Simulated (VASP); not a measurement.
# Zn (P6_3/mmc) in VASP: notebook

Zn is run at these levels: LDA; tasks: single point, relaxation of cell and atoms.

Everything below comes from runs of VASP 6.6.1. Logs are shortened: lines on timing, memory, paths and dates and some standing lists are left out, and cuts for length are marked.

## 1. The cell of the first run

Symmetry: P6_3/mmc, No. 194, hexagonal system. The conventional cell has a = 2.549 Å, b = 2.549 Å, c = 4.862 Å, α = 90.00°, β = 90.00°, γ = 120.00°. Within 3.4 Å of Zn (site symmetry -6m2) lie 12 Zn at 2.55 to 2.84 Å.

## 2. Single point, LDA

The input, INCAR:

```
SYSTEM = Zn
PREC = Accurate
ENCUT = 520
EDIFF = 1E-6
ISMEAR = 0
SIGMA = 0.1
LREAL = .FALSE.
LASPH = .TRUE.
NELM = 100
ALGO = Normal
ISIF = 2
LWAVE = .FALSE.
LCHARG = .FALSE.
NBANDS = 19
```

The input, KPOINTS:

```
Automatic mesh
0
G
  15 15 8
  0 0 0
```

The input, POSCAR:

```
Zn
1.0
    2.5489339311      0.0000000000      0.0000000000
   -1.2744669656      2.2074415369      0.0000000000
    0.0000000000      0.0000000000      4.8621587307
Zn
2
Direct
    0.3333333333      0.6666666667      0.2500000000
    0.6666666667      0.3333333333      0.7500000000
```

Potentials or basis: VASP PAW LDA potentials, release 64 (Zn).

On the command line:

```console
cat potpaw_LDA.64/Zn/POTCAR > POTCAR
mpirun -np 1 vasp_std > vasp.out
```

OUTCAR:

```text
SYSTEM = Zn
   PREC = Accurate
   ENCUT = 520
   EDIFF = 1E-6
   ISMEAR = 0
   LREAL = .FALSE.
   LASPH = .TRUE.
   NELM = 100
   ISIF = 2

 ion  position               nearest neighbor table
   1  0.333  0.667  0.250-   2 2.84   2 2.84   2 2.84   2 2.84   2 2.84   2 2.84
   2  0.667  0.333  0.750-   1 2.84   1 2.84   1 2.84   1 2.84   1 2.84   1 2.84

  LATTYP: Found a hexagonal cell.
 ALAT       =     2.5489339311
 C/A-ratio  =     1.9075263864

  Lattice vectors:

 A1 = (   2.5489339311,   0.0000000000,   0.0000000000)
 A2 = (  -1.2744669656,   2.2074415369,   0.0000000000)
 A3 = (   0.0000000000,   0.0000000000,   4.8621587307)

Analysis of symmetry for initial positions (statically):
=====================================================================
 Subroutine PRICEL returns:
 Original cell was already a primitive cell.

 Routine SETGRP: Setting up the symmetry group for a
 hexagonal supercell.

 Subroutine GETGRP returns: Found 24 space group operations
 (whereof 12 operations were pure point group operations)
 out of a pool of 24 trial point group operations.

The static configuration has the point symmetry D_3d.
 The point group associated with its full space group is D_6h.

Analysis of symmetry for dynamics (positions and initial velocities):
=====================================================================
 Subroutine PRICEL returns:
 Original cell was already a primitive cell.

 Routine SETGRP: Setting up the symmetry group for a
 hexagonal supercell.

 Subroutine GETGRP returns: Found 24 space group operations
 (whereof 12 operations were pure point group operations)
 out of a pool of 24 trial point group operations.

The dynamic configuration has the point symmetry D_3d.
 The point group associated with its full space group is D_6h.

 Subroutine INISYM returns: Found 24 space group operations
 (whereof 12 operations are pure point group operations),
 and found     1 'primitive' translations

----------------------------------------------------------------------------------------

                                     Primitive cell

  volume of cell :      27.3575

  direct lattice vectors                    reciprocal lattice vectors
     2.548933931  0.000000000  0.000000000     0.392320879  0.226506565  0.000000000
    -1.274466966  2.207441537  0.000000000     0.000000000  0.453013130  0.000000000
     0.000000000  0.000000000  4.862158731     0.000000000  0.000000000  0.205669962

  length of vectors
     2.548933931  2.548933931  4.862158731     0.453013130  0.453013130  0.205669962

[... 79 lines left out ...]
   NELM   =    100;   NELMIN=  2; NELMDL= -5     # of ELM steps
   EDIFF  = 0.1E-05   stopping-criterion for ELM
   LREAL  =      F    real-space projection
   EDIFFG = 0.1E-04   stopping-criterion for IOM
   NSW    =      0    number of steps for IOM
   IBRION =     -1    ionic relax: 0-MD 1-quasi-New 2-CG
   NFREE  =      0    steps in history (QN), initial steepest desc. (CG)
   ISIF   =      2    stress and relaxation
   ISYM   =      2    0-nonsym 1-usesym 2-fastsym
   POTIM  = 0.5000    time-step for ionic-motion
   TEBEG  =    0.0;   TEEND  =   0.0 temperature during run
   PSTRESS=    0.0 pullay stress
   NELECT =      24.0000    total number of electrons
   NUPDOWN=      -1.0000    fix difference up-down
   EMIN   =  10.00;   EMAX   =-10.00  energy-range for DOS
   EFERMI =   0.00;   METHOD = LEGACY
   ISMEAR =     0;   SIGMA  =   0.10  broadening in eV -4-tet -1-fermi 0-gaus
   EFERMI_NEDOS =   21; number of points for ismear=-14 and -15
   IALGO  =     38    algorithm
   IMIX   =      4    mixing-type and parameters
     AMIX     =   0.40;   BMIX     =  1.00
     AMIX_MAG =   1.60;   BMIX_MAG =  1.00
  volume/ion in A,a.u.               =      13.68        92.31
  Fermi-wavevector in a.u.,A,eV,Ry     =   1.567183  2.961546 33.416743  2.456061
  Thomas-Fermi vector in A             =   2.669400
   LORBIT       =      0    0 simple, 1 ext, 2 COOP (PROOUT), +10 PAW based schemes
   GGA     = CA    functional components
   LHFCALC =     F    Hartree Fock is set to
   AEXX    =    0.0000 exact exchange contribution
   IVDW    =     0    specifies the selected vdW correction
   LEPSILON=     F    determine dielectric tensor
   LRPA    =     F    only Hartree local field effects (RPA)
 non-spin polarized calculation
 Gauss-broadening in eV      SIGMA  =   0.10
  energy-cutoff  :      520.00
  volume of cell :       27.36
 maximum number of plane-waves:       752
 NGX is ok and might be reduce to    20
   NGX =  9   NGY =  9   NGZ = 19

 number of electron      23.9999995 magnetization

 Free energy of the ion-electron system (eV)
  ---------------------------------------------------
  ext. energy  EPLUGINS =         0.00000000
  ---------------------------------------------------
  free energy    TOTEN  =        -3.76010651 eV

  energy without entropy =       -3.75963695  energy(sigma->0) =       -3.75987173

 E-fermi :   3.6236     XC(G=0): -12.4537

 val. band max:        3.5375535653   @ k =   0.2667   0.2667   0.2500
 cond. band min:       3.6259180221   @ k =   0.0000   0.0000   0.2500
 fundamental gap:      0.0883644568
 Fermi energy:         3.6236233167

 k-point     1 :       0.0000    0.0000    0.0000
  band No.  band energies     occupation
      1      -7.6057      2.00000
      2      -5.5883      2.00000
      3      -4.7129      2.00000
      4      -4.3941      2.00000
      5      -4.3941      2.00000
      6      -4.3401      2.00000
[... 505 lines left out ...]
      6      -4.1926      2.00000
[... 11 lines left out ...]
     18      14.4194      0.00000
     19      15.7690      0.00000

 [... further k-points ...]

------------------------ aborting loop because EDIFF is reached ----------------------------------------

  FORCE on cell =-STRESS in cart. coord.  units (eV):
  Direction    XX          YY          ZZ          XY          YZ          ZX
  --------------------------------------------------------------------------------------
  -------------------------------------------------------------------------------------
  Total        0.1553008      0.1553008      0.0772693     -0.0000000      0.0000000      0.0000000
  in kB        9.0950973      9.0950973      4.5252289     -0.0000000      0.0000000      0.0000000
  external PRESSURE =       7.5718079 kB  Pullay stress =       0.0000000 kB

 VOLUME and BASIS-vectors are now :
 -----------------------------------------------------------------------------
  energy-cutoff  :      520.00
  volume of cell :       27.36
      direct lattice vectors                 reciprocal lattice vectors
     2.548933931  0.000000000  0.000000000     0.392320879  0.226506565  0.000000000
    -1.274466966  2.207441537  0.000000000     0.000000000  0.453013130  0.000000000
     0.000000000  0.000000000  4.862158731     0.000000000  0.000000000  0.205669962

 POSITION                                       TOTAL-FORCE (eV/Angst)
 -----------------------------------------------------------------------------------
     -0.00000      1.47163      1.21554        -0.000000      0.000000      0.000000
      1.27447      0.73581      3.64662         0.000000     -0.000000      0.000000
 -----------------------------------------------------------------------------------
    total drift:                               -0.000000      0.000000      0.000000

  FREE ENERGIE OF THE ION-ELECTRON SYSTEM (eV)
  ---------------------------------------------------
  free  energy   TOTEN  =        -3.7601065059 eV

  energy  without entropy=       -3.7596369469  energy(sigma->0) =       -3.75987173
```

Run time: 23 s. Hardware: 1 thread of Intel Xeon 6975P-C (Granite Rapids), shared host; peak memory 0.16 GiB.

What came out:

| Property | Result |
| --- | --- |
| Free energy | -3.7601 eV |
| Pressure | 0.8 GPa |
| Band gap on the k mesh | zero (band 12 reaches 5.40 eV, above the bottom of band 13 at 0.36 eV) |

Levels at points of the mesh, in eV from the Fermi level:
| k point | band 10 | band 11 | band 12 | band 13 | band 14 | band 15 |
| --- | --- | --- | --- | --- | --- | --- |
| (0.00, 0.00, 0.00) | -7.29 | -7.29 | -4.23 | -3.26 | 13.62 | 17.72 |
| (0.00, 0.00, 0.50) | -7.38 | -7.38 | -7.38 | 4.44 | 4.44 | 20.76 |

(Continued in part 2 of 2.)
